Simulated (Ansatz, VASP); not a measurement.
## CaO in VASP and in Ansatz

Contents of POSCAR:

```
CaO
1.0
   -0.0260643873      2.6064387314      2.6064387314
    2.6064387314     -0.0260643873      2.6064387314
    2.5803743441      2.5803743441      0.0000000000
Ca O
1 1
Direct
    0.0000000000      0.0000000000      0.0000000000
    0.2500000000      0.2500000000      0.2500000000
```

File INCAR.step1:

```
SYSTEM = CaO
PREC = Accurate
ENCUT = 520
ISMEAR = 0
SIGMA = 0.05
LREAL = .FALSE.
LASPH = .TRUE.
NELM = 60
NBANDS = 15
GGA = PE
ALGO = Normal
EDIFF = 1E-4
LWAVE = .TRUE.
LCHARG = .FALSE.
```

The input INCAR.step2:

```
SYSTEM = CaO
PREC = Accurate
ENCUT = 520
EDIFF = 1E-6
ISMEAR = 0
SIGMA = 0.05
LREAL = .FALSE.
LASPH = .TRUE.
NELM = 60
ALGO = Normal
ISIF = 2
LWAVE = .FALSE.
LCHARG = .FALSE.
METAGGA = R2SCAN
LMIXTAU = .TRUE.
NBANDS = 15
ISTART = 1
```

KPOINTS

```
regular mesh
0
G
  8 8 8
  0 0 0
```

Input for Ansatz:

```yaml
crystal:
  lattice:
    - [-0.0260643873, 2.6064387314, 2.6064387314]
    - [2.6064387314, -0.0260643873, 2.6064387314]
    - [2.5803743441, 2.5803743441, 0.0]
  atoms:
    - { symbol: Ca, position: [0.0, 0.0, 0.0] }
    - { symbol: O, position: [0.25, 0.25, 0.25] }
basis:
  ecutwfc: 500
  ecutrho_ratio: 4
kpoints:
  mp_grid: { grid: [8, 8, 8] }
hamiltonian:
  xc: r2scan
scf:
  occupations: { method: gaussian, width: 0.05 }
output:
  forces: true
  stress: true
  eigenvalues: true
```

Change from the starting cell: strain e6 = -0.02, atoms carried along.

Alike in both runs: task single point; functional r2SCAN; k mesh 8 × 8 × 8; occupations gaussian, width 0.05 eV; no spin polarisation.

```csv
,VASP,Ansatz
version,VASP 6.6.1,Ansatz 0.2.0
potentials or method,"VASP PAW PBE potentials, release 64 (Ca_sv, O), cutoff 520 eV","scalar-relativistic, plane waves, PAW"
valence electrons in the cell,16,16
```

Ansatz gave:

```
gap on the k mesh at the Fermi level (eV)                     : 3.74
least direct gap on the mesh (eV)                             : 4.35
pressure (GPa)                                                : 0.0
traceless stress, the component that is largest in VASP (GPa) : 1.25
rms of the force components (eV/Å)                            : 0.067
```

Task: Estimate VASP's values.

Result: gap on the k mesh at the Fermi level (eV): 3.72; least direct gap on the mesh (eV): 4.34; pressure (GPa): 1.0; traceless stress, the component that is largest in VASP (GPa): 1.30; rms of the force components (eV/Å): 0.074.

VASP's potentials were made for PBE, not for r2SCAN. Atom by atom the forces differ by 0.007 eV/Å (rms over components). With one functional, cell and mesh, what is left measures potentials, basis and numerics.
